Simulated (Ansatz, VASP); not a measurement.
Two plane-wave programs on SiO2

```
Si O
1.0
    -4.26974    4.26974    4.26974
     4.26974   -4.26974    4.26974
     4.26974    4.26974   -4.26974
Si O
6 12
Direct
  0.50000 0.25000 0.75000
  0.50000 0.75000 0.25000
  0.25000 0.75000 0.50000
  0.75000 0.25000 0.50000
  0.25000 0.50000 0.75000
  0.75000 0.50000 0.25000
  0.34455 0.00000 0.65545
  0.65545 0.65545 0.31091
  0.34455 0.65545 0.00000
  0.34455 0.68909 0.34455
  0.65545 0.31091 0.65545
  0.00000 0.34455 0.65545
  0.68909 0.34455 0.34455
  0.65545 0.34455 0.00000
  0.00000 0.65545 0.34455
  0.31091 0.65545 0.65545
  0.34455 0.34455 0.68909
  0.65545 0.00000 0.34455
```

Alike in both runs: functional LDA; k mesh 4 × 4 × 4; occupations gaussian, width 0.02 eV; no spin polarisation.

Ansatz relaxed the structure, and its values are those at the end. VASP's run is a single point on that final structure, the one shown.

|  | VASP | Ansatz |
| --- | --- | --- |
| version | VASP 6.6.1 | Ansatz 0.2.0 |
| potentials or method | VASP PAW LDA potentials, release 64 (Si, O), cutoff 520 eV | scalar-relativistic, plane waves, PAW |
| valence electrons in the cell | 96 | 96 |

|  | VASP | Ansatz | Ansatz less VASP |
| --- | --- | --- | --- |
| gap on the k mesh at the Fermi level (eV) | 5.29 | 5.30 | +0.012 |
| least direct gap on the mesh (eV) | 5.29 | 5.30 | +0.012 |
| pressure (GPa) | 16.6 | 16.1 | -0.57 |

LDA's correlation is that of Perdew and Zunger in VASP and of Perdew and Wang (1992) in Ansatz. Ansatz's warnings: stress scf threshold loose.
